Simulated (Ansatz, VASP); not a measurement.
# Two plane-wave programs on Pb

```
Pb
1.0
     3.30600    0.00000    0.00000
    -1.65300    2.86308    0.00000
     0.00000    0.00000    5.72975
Pb
2
Cartesian
  0.0000 1.9087 1.4324
  1.6530 0.9544 4.2973
```

Change from the starting cell: strain -0.050 along x and y, +0.025 along z, atoms carried along.

Alike in both runs: task single point; functional PBEsol; k mesh 15 × 15 × 10; occupations gaussian, width 0.15 eV; no spin polarisation.

```csv
,VASP,Ansatz
version,VASP 6.6.1,Ansatz 0.2.0
potentials or method,"VASP PAW PBE potentials, release 64 (Pb_d), cutoff 520 eV","scalar-relativistic, plane waves, PAW"
valence electrons in the cell,28,28
```

|  | VASP | Ansatz | Ansatz less VASP |
| --- | --- | --- | --- |
| gap on the k mesh at the Fermi level (eV) | none | none | - |
| pressure (GPa) | 5.9 | 6.0 | +0.10 |
| traceless stress, the component that is largest in VASP (GPa) | -2.77 | -2.77 | +0.001 |

VASP's potentials were made for PBE, not for PBEsol. A gap of «none» marks a metal or a gap that the smearing closes.

Neither program's run includes spin-orbit coupling.
